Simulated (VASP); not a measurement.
Lu, 1 atom in the cell. The structure is cubic, space group Pm-3m (No. 221). The conventional cell has a = 3.164 Å, b = 3.164 Å, c = 3.164 Å, α = 90.00°, β = 90.00°, γ = 90.00°. Lu (site symmetry m-3m) has 6 Lu at 3.16 Å within 4.2 Å. This isn't the form of Lu at room conditions, which is hcp.

* Program: VASP 6.6.1
* Task: single point
* Functional: PBE
* Potentials or basis: VASP PAW PBE potentials, release 64 (Lu)
* Cutoff: 520 eV
* k mesh: 11 × 11 × 11
* Occupations: fermi-dirac, width 0.1 eV
* Spin: no spin polarisation
* Dipole correction: no
* Further INCAR settings: ALGO = Normal; EDIFF = 1e-06; NBANDS = 18

Potentials or basis: VASP PAW PBE potentials, release 64 (Lu).

Command:

```sh
$ cat potpaw_PBE.64/Lu/POTCAR > POTCAR
$ mpirun -np 1 vasp_std > vasp.out
```

Hardware: 1 thread of Intel(R) Xeon(R) Platinum 8259CL CPU @ 2.50GHz (Skylake/Cascade Lake) (shared host).

Problem. How long does it take, and how much memory?

Solution. It took 18 s on 1 thread of Intel(R) Xeon(R) Platinum 8259CL CPU @ 2.50GHz (Skylake/Cascade Lake), on a shared host, peak memory 0.14 GiB. Counts: scf iterations 11, k points 56.
